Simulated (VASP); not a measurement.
KF, 2 atoms in the cell. Symmetry: Fmmm, No. 69, orthorhombic system. The conventional cell has a = 5.163 Å, b = 5.435 Å, c = 5.744 Å, α = 90.00°, β = 90.00°, γ = 90.00°. K (site symmetry mmm) has 6 F at 2.58 to 2.87 Å within 3.4 Å. F (site symmetry mmm) has 6 K at 2.58 to 2.87 Å within 3.4 Å.  This cell differs from its parent crystal: normal strain along x +0.0525, normal strain along z +0.1125.

```yaml
Program: VASP 6.6.1
Task: single point
Functional: LDA
Potentials_or_basis: VASP PAW LDA potentials, release 64 (K_sv, F)
Cutoff: 520 eV
k_mesh: 8 × 8 × 8
Occupations: gaussian, width 0.05 eV
Spin: no spin polarisation
Dipole_correction: no
Further_INCAR_settings: ALGO = Normal; EDIFF = 1e-07; NBANDS = 15
```

Potentials or basis: VASP PAW LDA potentials, release 64 (K_sv, F).

The run is started by

```bash
$ cat potpaw_LDA.64/K_sv/POTCAR potpaw_LDA.64/F/POTCAR > POTCAR
$ mpirun -np 1 vasp_std > vasp.out
```

Hardware: 1 thread of AMD EPYC 9R45 96-Core Processor (Zen 5), with other jobs on the host.

Q: How long does it take, and how much memory?

A: Run time: 28 s on 1 thread of AMD EPYC 9R45 96-Core Processor (Zen 5), with other jobs on the host, peak memory 0.15 GiB. Counts: scf iterations 14, k points 95.
